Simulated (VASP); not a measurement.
Input of a VASP 6.6.1 run:

INCAR

```
ALGO = Normal
EDIFF = 1E-8
ENCUT = 520
GGA = CA
GGA_COMPAT = False
ISIF = 2
ISMEAR = -1
LASPH = True
LCHARG = False
LEFG = True
LREAL = False
LWAVE = False
NBANDS = 11
NELM = 120
PREC = Accurate
SIGMA = 0.02
```

File KPOINTS:

```
k-points
0
Gamma
  10 10 10
```

File POSCAR:

```
AlN
1.0
    0.0000000000      1.9780000000      1.9384400000
    1.9780000000      0.0000000000      1.9384400000
    1.9780000000      1.9780000000      0.0000000000
Al N
1 1
Direct
    0.0000000000      0.0000000000      0.0000000000
    0.5000000000      0.5000000000      0.5000000000
```

Potentials or basis: VASP PAW LDA potentials, release 64 (Al, N).

Run with:

```console
$ cat potpaw_LDA.64/Al/POTCAR potpaw_LDA.64/N/POTCAR > POTCAR
$ mpirun -np 1 vasp_std > vasp.out
```

Problem. What does it give for the pressure?

Solution. 20.4 GPa.

Problem. Predict the band gap on the k mesh.

Solution. 4.84 eV (least direct gap 7.01 eV).

Electric field gradients, principal values (V/Å²):
```
atom  least  middle  greatest (by size)
1 Al  4.445   4.445              -8.889
 2 N  1.494   1.495              -2.989
```

Caveat: the cell differs from its parent crystal (zz strain of -2 %); the cell stands under pressure; without QUAD_EFG the Cq values of the log hold for a quadrupole moment of 1 mb, not for the nuclei. A k mesh can miss the band edges.
